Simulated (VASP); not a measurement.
# RbNaPt6 (P4/mmm) in VASP: further runs

Runs on RbNaPt6. Level: PBE. Tasks: single point, relaxation of cell and atoms.

Program: VASP 6.6.1. These are calculated values, not measurements. Logs are shortened: lines on timing, memory, paths and dates and some standing lists are left out, and cuts for length are marked.

## (1) The cell of the first run

Symmetry: P4/mmm, No. 123, tetragonal system. The conventional cell has a = 4.115 Å, b = 4.115 Å, c = 8.293 Å, α = 90.00°, β = 90.00°, γ = 90.00°. Rb (site symmetry 4/mmm) has 12 Pt at 2.91 to 3.07 Å within 3.8 Å. Within 3.7 Å of Na (site symmetry 4/mmm) lie 12 Pt at 2.78 to 2.91 Å. Pt (site symmetry 4/mmm) has 4 Rb at 2.91 Å and 8 Pt at 3.07 Å within 3.8 Å. Within 3.7 Å of Pt (site symmetry 4/mmm) lie 8 Pt at 2.78 Å and 4 Na at 2.91 Å. Within 3.8 Å of Pt (site symmetry 2mm) lie 2 Na at 2.78 Å and 9 Pt at 2.78 to 3.74 Å and 2 Rb at 3.07 Å.

The cell was built from a structure type or drawn by symmetry, and may not be a known phase.

## (2) Single point, PBE

The input, INCAR:

```
SYSTEM = RbNaPt6
PREC     = Accurate       ! precision mode
ENCUT    = 520            ! plane-wave cutoff, eV
EDIFF    = 1E-7           ! SCF threshold, eV
ISMEAR   = 0              ! smearing method
SIGMA    = 0.1            ! smearing width, eV
LREAL    = .FALSE.        ! projectors in reciprocal space
LASPH    = .TRUE.         ! aspherical terms in the spheres
NELM     = 100            ! most SCF steps
ALGO     = Fast           ! electronic algorithm
ISIF     = 2              ! what is computed and relaxed
LWAVE    = .FALSE.        ! write WAVECAR
LCHARG   = .TRUE.         ! write CHGCAR
GGA      = PE             ! functional
LELF     = .TRUE.         ! ELF
LVHAR    = .TRUE.       
NBANDS   = 48             ! bands
```

The input, KPOINTS:

```
regular mesh
0
G
  4 4 2
  0 0 0
```

The input, POSCAR:

```
RbNaPt6
1.0
    4.1150971451      0.0000000000      0.0000000000
    0.0000000000      4.1150971451      0.0000000000
    0.0000000000      0.0000000000      8.2932368481
Rb Na Pt
1 1 6
Direct
    0.0000000000      0.0000000000      0.0000000000
    0.0000000000      0.0000000000      0.5000000000
    0.5000000000      0.5000000000      0.0000000000
    0.5000000000      0.5000000000      0.5000000000
    0.5000000000      0.0000000000      0.2742362022
    0.5000000000      0.0000000000      0.7257637978
    0.0000000000      0.5000000000      0.2742362022
    0.0000000000      0.5000000000      0.7257637978
```

Potentials or basis: VASP PAW PBE potentials, release 64 (Rb_sv, Na_pv, Pt).

Command:

```bash
$ cat potpaw_PBE.64/Rb_sv/POTCAR potpaw_PBE.64/Na_pv/POTCAR potpaw_PBE.64/Pt/POTCAR > POTCAR
$ mpirun -np 1 vasp_std > vasp.out
```

OUTCAR:

```text
SYSTEM = RbNaPt6
   PREC = Accurate
   ENCUT = 520
   EDIFF = 1E-7
   ISMEAR = 0
   LREAL = .FALSE.
   LASPH = .TRUE.
   NELM = 100
   ISIF = 2
   GGA = PE

 ion  position               nearest neighbor table
   1  0.000  0.000  0.000-   3 2.91   3 2.91   3 2.91   3 2.91   8 3.07   5 3.07   7 3.07   8 3.07
                             6 3.07   5 3.07   6 3.07   7 3.07   2 4.15   2 4.15
   2  0.000  0.000  0.500-   5 2.78   6 2.78   7 2.78   8 2.78   7 2.78   8 2.78   5 2.78   6 2.78
                             4 2.91   4 2.91   4 2.91   4 2.91   1 4.15   1 4.15
   3  0.500  0.500  0.000-   1 2.91   1 2.91   1 2.91   1 2.91   8 3.07   5 3.07   5 3.07   6 3.07
                             6 3.07   7 3.07   8 3.07   7 3.07
   4  0.500  0.500  0.500-   5 2.78   6 2.78   7 2.78   8 2.78   5 2.78   6 2.78   7 2.78   8 2.78
                             2 2.91   2 2.91   2 2.91   2 2.91
   5  0.500  0.000  0.274-   2 2.78   4 2.78   4 2.78   2 2.78   7 2.91   7 2.91   7 2.91   7 2.91
                             1 3.07   3 3.07   1 3.07   3 3.07
   6  0.500  0.000  0.726-   2 2.78   4 2.78   4 2.78   2 2.78   8 2.91   8 2.91   8 2.91   8 2.91
                             1 3.07   3 3.07   1 3.07   3 3.07
   7  0.000  0.500  0.274-   2 2.78   4 2.78   2 2.78   4 2.78   5 2.91   5 2.91   5 2.91   5 2.91
                             3 3.07   1 3.07   1 3.07   3 3.07
   8  0.000  0.500  0.726-   2 2.78   4 2.78   2 2.78   4 2.78   6 2.91   6 2.91   6 2.91   6 2.91
                             3 3.07   1 3.07   1 3.07   3 3.07

  LATTYP: Found a simple tetragonal cell.
 ALAT       =     4.1150971451
 C/A-ratio  =     2.0153198225

  Lattice vectors:

 A1 = (   4.1150971451,   0.0000000000,   0.0000000000)
 A2 = (   0.0000000000,   4.1150971451,   0.0000000000)
 A3 = (   0.0000000000,   0.0000000000,   8.2932368481)

Analysis of symmetry for initial positions (statically):
=====================================================================
 Subroutine PRICEL returns:
 Original cell was already a primitive cell.

 Routine SETGRP: Setting up the symmetry group for a
 simple tetragonal supercell.

 Subroutine GETGRP returns: Found 16 space group operations
 (whereof 16 operations were pure point group operations)
 out of a pool of 16 trial point group operations.

The static configuration has the point symmetry D_4h.

Analysis of symmetry for dynamics (positions and initial velocities):
=====================================================================
 Subroutine PRICEL returns:
 Original cell was already a primitive cell.

 Routine SETGRP: Setting up the symmetry group for a
 simple tetragonal supercell.

 Subroutine GETGRP returns: Found 16 space group operations
 (whereof 16 operations were pure point group operations)
 out of a pool of 16 trial point group operations.

The dynamic configuration has the point symmetry D_4h.

 Subroutine INISYM returns: Found 16 space group operations
 (whereof 16 operations are pure point group operations),
 and found     1 'primitive' translations

----------------------------------------------------------------------------------------

                                     Primitive cell

  volume of cell :     140.4379

  direct lattice vectors                    reciprocal lattice vectors
     4.115097145  0.000000000  0.000000000     0.243007629  0.000000000  0.000000000
     0.000000000  4.115097145  0.000000000     0.000000000  0.243007629  0.000000000
     0.000000000  0.000000000  8.293236848     0.000000000  0.000000000  0.120580181

  length of vectors
     4.115097145  4.115097145  8.293236848     0.243007629  0.243007629  0.120580181

  position of ions in fractional coordinates (direct lattice)
     0.000000000  0.000000000  0.000000000
     0.000000000  0.000000000  0.500000000
     0.500000000  0.500000000  0.000000000
     0.500000000  0.500000000  0.500000000
     0.500000000  0.000000000  0.274236202
     0.500000000  0.000000000  0.725763798
     0.000000000  0.500000000  0.274236202
     0.000000000  0.500000000  0.725763798

  ion indices of the primitive-cell ions
   primitive index   ion index
                 1           1
                 2           2
                 3           3
                 4           4
                 5           5
                 6           6
                 7           7
                 8           8

----------------------------------------------------------------------------------------

 KPOINTS: regular mesh

Automatic generation of k-mesh.
 Grid dimensions read from file:
 generate k-points for:    4    4    2

 Generating k-lattice:

  Cartesian coordinates                     Fractional coordinates (reciprocal lattice)
     0.060751907  0.000000000  0.000000000     0.250000000  0.000000000  0.000000000
     0.000000000  0.060751907  0.000000000     0.000000000  0.250000000  0.000000000
     0.000000000  0.000000000  0.060290090     0.000000000  0.000000000  0.500000000

  Length of vectors
     0.060751907  0.060751907  0.060290090

  Shift w.r.t. Gamma in fractional coordinates (k-lattice)
     0.000000000  0.000000000  0.000000000

 Subroutine IBZKPT returns following result:
 ===========================================

 Found     12 irreducible k-points:

 Following reciprocal coordinates:
            Coordinates               Weight
  0.000000  0.000000  0.000000      1.000000
  0.250000  0.000000  0.000000      4.000000
  0.500000  0.000000  0.000000      2.000000
  0.250000  0.250000  0.000000      4.000000
  0.500000  0.250000  0.000000      4.000000
  0.500000  0.500000  0.000000      1.000000
  0.000000  0.000000  0.500000      1.000000
  0.250000  0.000000  0.500000      4.000000
  0.500000  0.000000  0.500000      2.000000
  0.250000  0.250000  0.500000      4.000000
  0.500000  0.250000  0.500000      4.000000
  0.500000  0.500000  0.500000      1.000000
   k-points           NKPTS =     12   k-points in BZ     NKDIM =     12   number of bands    NBANDS=     48
   number of dos      NEDOS =    301   number of ions     NIONS =      8
   total plane-waves  NPLWV =  65536
   dimension x,y,z NGX =    32 NGY =   32 NGZ =   64
   dimension x,y,z NGXF=    64 NGYF=   64 NGZF=  128
   ions per type =               1   1   6
   NGX,Y,Z   is equivalent  to a cutoff of  12.93, 12.93, 12.83 a.u.
   NGXF,Y,Z  is equivalent  to a cutoff of  25.86, 25.86, 25.66 a.u.
 SYSTEM =  RbNaPt6
   PREC   = accura    normal or accurate (medium, high low for compatibility)
   ISTART =      0    job   : 0-new  1-cont  2-samecut
   ICHARG =      2    charge: 1-file 2-atom 10-const
   ISPIN  =      1    spin polarized calculation?
   LNONCOLLINEAR =      F non collinear calculations
   LSORBIT =      F    spin-orbit coupling
   LASPH  =      T    aspherical Exc in radial PAW
   ENCUT  =  520.0 eV  38.22 Ry    6.18 a.u.   7.65  7.65 15.42*2*pi/ulx,y,z
   NELM   =    100;   NELMIN=  2; NELMDL= -5     # of ELM steps
   EDIFF  = 0.1E-06   stopping-criterion for ELM
   LREAL  =      F    real-space projection
   EDIFFG = 0.1E-05   stopping-criterion for IOM
   NSW    =      0    number of steps for IOM
   IBRION =     -1    ionic relax: 0-MD 1-quasi-New 2-CG
   NFREE  =      0    steps in history (QN), initial steepest desc. (CG)
   ISIF   =      2    stress and relaxation
   ISYM   =      2    0-nonsym 1-usesym 2-fastsym
   POTIM  = 0.5000    time-step for ionic-motion
   TEBEG  =    0.0;   TEEND  =   0.0 temperature during run
   PSTRESS=    0.0 pullay stress
   NELECT =      76.0000    total number of electrons
   NUPDOWN=      -1.0000    fix difference up-down
   EMIN   =  10.00;   EMAX   =-10.00  energy-range for DOS
   EFERMI =   0.00;   METHOD = LEGACY
   ISMEAR =     0;   SIGMA  =   0.10  broadening in eV -4-tet -1-fermi 0-gaus
   EFERMI_NEDOS =   21; number of points for ismear=-14 and -15
   IALGO  =     68    algorithm
   IMIX   =      4    mixing-type and parameters
     AMIX     =   0.40;   BMIX     =  1.00
     AMIX_MAG =   1.60;   BMIX_MAG =  1.00
  volume/ion in A,a.u.               =      17.55       118.47
  Fermi-wavevector in a.u.,A,eV,Ry     =   1.334088  2.521062 24.215539  1.779792
  Thomas-Fermi vector in A             =   2.462897
   LORBIT       =      0    0 simple, 1 ext, 2 COOP (PROOUT), +10 PAW based schemes
   GGA     = PE    functional components
   LHFCALC =     F    Hartree Fock is set to
   AEXX    =    0.0000 exact exchange contribution
   IVDW    =     0    specifies the selected vdW correction
   LEPSILON=     F    determine dielectric tensor
   LRPA    =     F    only Hartree local field effects (RPA)
 non-spin polarized calculation
 RMM-DIIS sequential band-by-band and
 Gauss-broadening in eV      SIGMA  =   0.10
  energy-cutoff  :      520.00
  volume of cell :      140.44
 maximum number of plane-waves:      3820
 NGX is ok and might be reduce to    32
   NGX = 15   NGY = 15   NGZ = 31

 number of electron      76.0000002 magnetization

 Free energy of the ion-electron system (eV)
  ---------------------------------------------------
  ext. energy  EPLUGINS =         0.00000000
  ---------------------------------------------------
  free energy    TOTEN  =       -36.31002090 eV

  energy without entropy =      -36.27416355  energy(sigma->0) =      -36.29209222

 E-fermi :   6.8859     XC(G=0): -11.9576

 val. band max:        6.8855369402   @ k =   0.0000   0.0000   0.5000
 cond. band min:       6.9178496227   @ k =   0.5000   0.0000   0.5000
 fundamental gap:      0.0323126826
 Fermi energy:         6.8858833466

 k-point     1 :       0.0000    0.0000    0.0000
  band No.  band energies     occupation
      1     -18.4276      2.00000
      2     -15.2747      2.00000
      3     -15.2637      2.00000
      4     -15.2637      2.00000
      5      -3.2606      2.00000
      6      -2.8014      2.00000
[... 40 lines left out ...]
     47      12.8954      0.00000
     48      13.3834      0.00000
[... 559 lines left out ...]
     47      11.6203      0.00000
     48      11.7069      0.00000

------------------------ aborting loop because EDIFF is reached ----------------------------------------

  FORCE on cell =-STRESS in cart. coord.  units (eV):
  Direction    XX          YY          ZZ          XY          YZ          ZX
  --------------------------------------------------------------------------------------
  -------------------------------------------------------------------------------------
  Total       -0.0242208     -0.0242208     -0.0813677      0.0000000     -0.0000000      0.0000000
  in kB       -0.2763211     -0.2763211     -0.9282790      0.0000000     -0.0000000      0.0000000
  external PRESSURE =      -0.4936404 kB  Pullay stress =       0.0000000 kB

 VOLUME and BASIS-vectors are now :
 -----------------------------------------------------------------------------
  energy-cutoff  :      520.00
  volume of cell :      140.44
      direct lattice vectors                 reciprocal lattice vectors
     4.115097145  0.000000000  0.000000000     0.243007629  0.000000000  0.000000000
     0.000000000  4.115097145  0.000000000     0.000000000  0.243007629  0.000000000
     0.000000000  0.000000000  8.293236848     0.000000000  0.000000000  0.120580181

 POSITION                                       TOTAL-FORCE (eV/Angst)
 -----------------------------------------------------------------------------------
      0.00000      0.00000      0.00000        -0.000000     -0.000000      0.000000
      0.00000      0.00000      4.14662        -0.000000     -0.000000      0.000000
      2.05755      2.05755      0.00000        -0.000000     -0.000000      0.000000
      2.05755      2.05755      4.14662        -0.000000     -0.000000      0.000000
      2.05755      0.00000      2.27431         0.000000     -0.000000      0.018939
      2.05755      0.00000      6.01893         0.000000     -0.000000     -0.018939
      0.00000      2.05755      2.27431        -0.000000      0.000000      0.018939
      0.00000      2.05755      6.01893         0.000000      0.000000     -0.018939
 -----------------------------------------------------------------------------------
    total drift:                                0.000000     -0.000000     -0.000000

  FREE ENERGIE OF THE ION-ELECTRON SYSTEM (eV)
  ---------------------------------------------------
  free  energy   TOTEN  =       -36.3100208993 eV

  energy  without entropy=      -36.2741635501  energy(sigma->0) =      -36.29209222
```

It took 2.3 min on 1 thread of Intel Xeon Platinum 8488C (Sapphire Rapids), shared host; peak memory 0.28 GiB.

Results:

- Free energy: -36.3100 eV
- Pressure: 0.0 GPa
- Largest force: 0.019 eV/Å
- Band gap on the k mesh: zero (bands 38 and 39 overlap by 1.08 eV)

Forces on the atoms (eV/Å):
```
Rb   0.000  0.000  0.000
Na   0.000  0.000  0.000
Pt   0.000  0.000  0.000
Pt   0.000  0.000  0.000
Pt   0.000  0.000  0.019
Pt   0.000  0.000 -0.019
Pt   0.000  0.000  0.019
Pt   0.000  0.000 -0.019
```

Caveat: the k points lie up to 0.38 Å⁻¹ apart, too coarse for converged energies and pressures of a metal; spin-orbit coupling is left out, which moves the levels of the heavy elements.

## (3) Single point, PBE

This run uses another cell than the first one, of 19.18 Å³/atom.

The input, INCAR:

```
ALGO = Normal ; EDIFF = 1E-7
ENCUT = 520 ; GGA = PE
ISIF = 2 ; ISMEAR = 0
LASPH = T ; LCHARG = F
LREAL = F ; LWAVE = F
NBANDS = 48 ; NELM = 60
PREC = Accurate ; SIGMA = 0.1
```

The input, KPOINTS:

```
k-points
0
Gamma
  4 4 2
```

The input, POSCAR:

```
RbNaPt6
1.0
    4.2537802100      0.0000000000      0.0000000000
    0.0000000000      4.2537802100      0.0000000000
    0.0000000000      0.0000000000      8.4816675000
Rb Na Pt
1 1 6
Direct
    0.0000000000      0.0000000000      0.0000000000
    0.0000000000      0.0000000000      0.5000000000
    0.5000000000      0.5000000000      0.0000000000
    0.5000000000      0.5000000000      0.5000000000
    0.5000000000      0.0000000000      0.2415597400
    0.5000000000      0.0000000000      0.7584402600
    0.0000000000      0.5000000000      0.2415597400
    0.0000000000      0.5000000000      0.7584402600
```

Potentials or basis: VASP PAW PBE potentials, release 64 (Rb_sv, Na_pv, Pt).

Command:

```bash
$ cat potpaw_PBE.64/Rb_sv/POTCAR potpaw_PBE.64/Na_pv/POTCAR potpaw_PBE.64/Pt/POTCAR > POTCAR
$ mpirun -np 1 vasp_std > vasp.out
```

Run time: 60 s. Hardware: 1 thread of Intel Xeon Platinum 8488C (Sapphire Rapids), shared host; peak memory 0.28 GiB.

It converged, with:

```
Free energy            : -35.1296 eV
Pressure               : -8.1 GPa
Largest force          : 1.198 eV/Å
Band gap on the k mesh : zero (bands 38 and 39 overlap by 0.85 eV)
```

Forces on the atoms (eV/Å):
```
Rb   0.000  0.000  0.000
Na   0.000  0.000  0.000
Pt   0.000  0.000  0.000
Pt   0.000  0.000  0.000
Pt   0.000  0.000  1.198
Pt   0.000  0.000 -1.198
Pt   0.000  0.000  1.198
Pt   0.000  0.000 -1.198
```

Stress tensor (GPa, compression positive):
```
-8.00  0.00  0.00
 0.00 -8.00  0.00
 0.00  0.00 -8.16
```

Levels at points of the mesh, in eV from the Fermi level:
| k point | band 35 | band 36 | band 37 | band 38 | band 39 | band 40 |
| --- | --- | --- | --- | --- | --- | --- |
| (0.00, 0.00, 0.00) | -0.32 | 0.30 | 0.56 | 0.56 | 0.58 | 0.58 |
| (0.50, 0.00, 0.00) | -0.93 | -0.88 | -0.80 | -0.68 | -0.30 | 0.58 |
| (0.50, 0.50, 0.00) | -0.76 | 0.29 | 0.29 | 0.31 | 0.55 | 1.61 |
| (0.00, 0.00, 0.50) | -0.42 | -0.14 | -0.08 | 0.43 | 0.56 | 0.56 |
| (0.50, 0.00, 0.50) | -0.82 | -0.58 | -0.51 | -0.28 | -0.23 | -0.09 |
| (0.50, 0.50, 0.50) | -0.48 | -0.47 | -0.47 | -0.19 | -0.08 | 1.60 |

Caveat: the k points lie up to 0.37 Å⁻¹ apart, too coarse for converged energies and pressures of a metal; spin-orbit coupling is left out, which moves the levels of the heavy elements; forces of over 1 eV/Å act on the atoms, so gaps and moduli don't describe the material at rest.

(Continued in part 2 of 2.)
